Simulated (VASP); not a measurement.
# B (Pm-3m) in VASP: notebook, part 2 of 2

VASP 6.6.1. The steps go on from the part before.

## 4. Single point, PBEsol (volume scaled by 0.92)

Input file INCAR:

```
SYSTEM = B
PREC     = Accurate       ! precision mode
ENCUT    = 520            ! plane-wave cutoff, eV
EDIFF    = 1E-6           ! SCF threshold, eV
ISMEAR   = -1             ! smearing method
SIGMA    = 0.1            ! smearing width, eV
LREAL    = .False.        ! projectors in reciprocal space
LASPH    = .True.         ! aspherical terms in the spheres
NELM     = 60             ! most SCF steps
ALGO     = Normal         ! electronic algorithm
ISIF     = 2              ! what is computed and relaxed
LWAVE    = .False.        ! write WAVECAR
LCHARG   = .False.        ! write CHGCAR
GGA      = PS             ! functional
NBANDS   = 8              ! bands
```

Input file KPOINTS:

```
regular mesh
0
Gamma
  19 19 19
  0 0 0
```

Input file POSCAR:

```
B
1.0
    1.8248598837      0.0000000000      0.0000000000
    0.0000000000      1.8248598837      0.0000000000
    0.0000000000      0.0000000000      1.8248598837
B
1
Direct
    0.0000000000      0.0000000000      0.0000000000
```

Potentials or basis: VASP PAW PBE potentials, release 64 (B).

Command:

```sh
$ cat potpaw_PBE.64/B/POTCAR > POTCAR
$ mpirun -np 1 vasp_std > vasp.out
```

OUTCAR:

```text
SYSTEM = B
   PREC = Accurate
   ENCUT = 520
   EDIFF = 1E-6
   ISMEAR = -1
   LREAL = .False.
   LASPH = .True.
   NELM = 60
   ISIF = 2
   GGA = PS

 ion  position               nearest neighbor table
   1  0.000  0.000  0.000-

  LATTYP: Found a simple cubic cell.
 ALAT       =     1.8248598837

  Lattice vectors:

 A1 = (   1.8248598837,   0.0000000000,   0.0000000000)
 A2 = (   0.0000000000,   1.8248598837,   0.0000000000)
[... 434 lines left out ...]
 k-point    24 :       0.3158    0.1053    0.0000
  band No.  band energies     occupation
      1      -4.7974      2.00000
      2       8.5151      0.01577
      3      22.7846      0.00000
      4      25.7550      0.00000
      5      38.4251      0.00000
      6      40.0828      0.00000
      7      49.4301      0.00000
      8      51.2876      0.00000

 [... further k-points ...]
[... 5 lines left out ...]
  --------------------------------------------------------------------------------------
  -------------------------------------------------------------------------------------
  Total        0.9156319      0.9156319      0.9156319      0.0000000     -0.0000000      0.0000000
  in kB      241.4031370    241.4031370    241.4031370      0.0000000     -0.0000000      0.0000000
  external PRESSURE =     241.4031370 kB  Pullay stress =       0.0000000 kB

 VOLUME and BASIS-vectors are now :
 -----------------------------------------------------------------------------
  energy-cutoff  :      520.00
  volume of cell :        6.08
      direct lattice vectors                 reciprocal lattice vectors
     1.824859884  0.000000000  0.000000000     0.547987278  0.000000000  0.000000000
     0.000000000  1.824859884  0.000000000     0.000000000  0.547987278  0.000000000
     0.000000000  0.000000000  1.824859884     0.000000000  0.000000000  0.547987278

 POSITION                                       TOTAL-FORCE (eV/Angst)
 -----------------------------------------------------------------------------------
      0.00000      0.00000      0.00000         0.000000      0.000000      0.000000
 -----------------------------------------------------------------------------------
    total drift:                               -0.000000      0.000000     -0.000000

  FREE ENERGIE OF THE ION-ELECTRON SYSTEM (eV)
  ---------------------------------------------------
  free  energy   TOTEN  =        -5.9500234037 eV

  energy  without entropy=       -5.9414153602  energy(sigma->0) =       -5.94571938
```

Run time: 7.1 s. Hardware: 1 thread of Intel Xeon 8259CL, shared host; peak memory 0.11 GiB.

What came out:

| Quantity | Value |
| --- | --- |
| Free energy | -5.9500 eV |
| Pressure | 24.1 GPa |

Caveat: the PAW data sets were made with another functional, which shifts forces and pressure a little.

## 5. Single point, PBEsol (volume scaled by 0.96)

Input file INCAR:

```
  PREC = Accurate
  ENCUT = 520
  EDIFF = 1E-7
  ISMEAR = -1
  SIGMA = 0.1
  LREAL = False
  LASPH = True
  NELM = 100
  ALGO = Normal
  ISIF = 2
  LWAVE = False
  LCHARG = True
  GGA = PS
  LELF = True
  LVHAR = True
  NBANDS = 8
```

Input file KPOINTS:

```
Automatic mesh
0
Gamma
  19 19 19
```

Input file POSCAR:

```
B
1.0
    1.8509328332      0.0000000000      0.0000000000
    0.0000000000      1.8509328332      0.0000000000
    0.0000000000      0.0000000000      1.8509328332
B
1
Direct
    0.0000000000      0.0000000000      0.0000000000
```

Command:

```sh
$ cat potpaw_PBE.64/B/POTCAR > POTCAR
$ mpirun -np 1 vasp_std > vasp.out
```

Wall time 7.8 s (1 thread of Intel Xeon 8259CL, shared host); peak memory 0.11 GiB.

The run converged. Its results:

```yaml
Free_energy: -5.9791 eV
Pressure: 11.3 GPa
```

Levels at points of the mesh, in eV from the Fermi level:
```
           k point  band 1  band 2  band 3  band 4
(0.00, 0.00, 0.00)  -16.34   14.21   14.21   14.21
```

Caveat: the PAW data sets were made with another functional, which shifts forces and pressure a little.

## 6. Single point, PBEsol

Input file INCAR:

```
  PREC = Accurate
  ENCUT = 520
  EDIFF = 1E-6
  ISMEAR = -1
  SIGMA = 0.1
  LREAL = False
  LASPH = True
  NELM = 60
  ALGO = Normal
  ISIF = 2
  LWAVE = False
  LCHARG = False
  GGA = PS
  NBANDS = 8
```

Input file KPOINTS:

```
regular mesh
0
Gamma
  19 19 19
```

Input file POSCAR:

```
B
1.0
    1.8762912287      0.0000000000      0.0000000000
    0.0000000000      1.8762912287      0.0000000000
    0.0000000000      0.0000000000      1.8762912287
B
1
Direct
    0.0000000000      0.0000000000      0.0000000000
```

Potentials or basis: VASP PAW PBE potentials, release 64 (B).

Command:

```sh
$ cat potpaw_PBE.64/B/POTCAR > POTCAR
$ mpirun -np 1 vasp_std > vasp.out
```

OUTCAR:

```text
PREC = Accurate
   ENCUT = 520
   EDIFF = 1E-6
   ISMEAR = -1
   LREAL = False
   LASPH = True
   NELM = 60
   ISIF = 2
   GGA = PS

 ion  position               nearest neighbor table
   1  0.000  0.000  0.000-

  LATTYP: Found a simple cubic cell.
 ALAT       =     1.8762912287

  Lattice vectors:

 A1 = (   1.8762912287,   0.0000000000,   0.0000000000)
[... 190 lines left out ...]
      7      40.5380      0.00000
      8      60.9319      0.00000
[... 243 lines left out ...]
 k-point    24 :       0.3158    0.1053    0.0000
  band No.  band energies     occupation
      1      -4.9999      2.00000
      2       7.5806      0.03712
      3      20.9492      0.00000
      4      23.6958      0.00000
      5      35.9607      0.00000
      6      37.6415      0.00000
      7      46.4450      0.00000
      8      48.2917      0.00000

 [... further k-points ...]
[... 5 lines left out ...]
  --------------------------------------------------------------------------------------
  -------------------------------------------------------------------------------------
  Total        0.0226839      0.0226839      0.0226839     -0.0000000      0.0000000     -0.0000000
  in kB        5.5020964      5.5020964      5.5020964     -0.0000000      0.0000000     -0.0000000
  external PRESSURE =       5.5020964 kB  Pullay stress =       0.0000000 kB

 VOLUME and BASIS-vectors are now :
 -----------------------------------------------------------------------------
  energy-cutoff  :      520.00
  volume of cell :        6.61
      direct lattice vectors                 reciprocal lattice vectors
     1.876291229  0.000000000  0.000000000     0.532966303  0.000000000  0.000000000
     0.000000000  1.876291229  0.000000000     0.000000000  0.532966303  0.000000000
     0.000000000  0.000000000  1.876291229     0.000000000  0.000000000  0.532966303

 POSITION                                       TOTAL-FORCE (eV/Angst)
 -----------------------------------------------------------------------------------
      0.00000      0.00000      0.00000         0.000000      0.000000      0.000000
 -----------------------------------------------------------------------------------
    total drift:                                0.000000     -0.000000     -0.000000

  FREE ENERGIE OF THE ION-ELECTRON SYSTEM (eV)
  ---------------------------------------------------
  free  energy   TOTEN  =        -5.9887747461 eV

  energy  without entropy=       -5.9794225515  energy(sigma->0) =       -5.98409865
```

OSZICAR:

```text
N       E                     dE             d eps       ncg     rms          rms(c)
DAV:   1    -0.379629307364E+01   -0.37963E+01   -0.15432E+03  3856   0.296E+02
DAV:   2    -0.600021863427E+01   -0.22039E+01   -0.21273E+01  4624   0.356E+01
DAV:   3    -0.600324891751E+01   -0.30303E-02   -0.30284E-02  3952   0.141E+00
DAV:   4    -0.600324903937E+01   -0.12186E-06   -0.12131E-06  5240   0.873E-03
DAV:   5    -0.600324903959E+01   -0.22439E-09   -0.46865E-11  3880   0.282E-05    0.167E+00
DAV:   6    -0.599329837930E+01    0.99507E-02   -0.27347E-03  4072   0.282E-01    0.102E+00
DAV:   7    -0.598877518260E+01    0.45232E-02   -0.47087E-03  4192   0.377E-01    0.452E-02
DAV:   8    -0.598877507620E+01    0.10640E-06   -0.14115E-05  3920   0.328E-02    0.712E-03
DAV:   9    -0.598877474611E+01    0.33009E-06   -0.10566E-06  4144   0.612E-03
   1 F= -.59887747E+01 E0= -.59840986E+01  d E =-.935219E-02
```

It took 7.7 s on 1 thread of Intel Xeon 8259CL, shared host; peak memory 0.11 GiB.

Results:

| Property | Result |
| --- | --- |
| Free energy | -5.9888 eV |
| Pressure | 0.6 GPa |

Caveat: the PAW data sets were made with another functional, which shifts forces and pressure a little.

## 7. Summary

| cell | k mesh | gap on the mesh (eV) | pressure (GPa) |
| --- | --- | --- | --- |
| a = 1.876 Å, 1 atom | 16 × 16 × 16 | none | 0.3 |
| a = 1.798 Å, 1 atom | 19 × 19 × 19 | none | 39.7 |
| a = 1.825 Å, 1 atom | 19 × 19 × 19 | none | 24.1 |
| a = 1.851 Å, 1 atom | 19 × 19 × 19 | none | 11.3 |
| a = 1.876 Å, 1 atom | 19 × 19 × 19 | none | 0.6 |

Alike in all rows: task single point; level PBEsol; potentials or basis VASP PAW PBE potentials, release 64 (B); no spin polarisation; cutoff (eV) 520; smearing fermi-dirac 0.1 eV.

Caveats: the PAW data sets were made with another functional, which shifts forces and pressure a little.

Absolute energies hang on the potentials; compare differences alone.
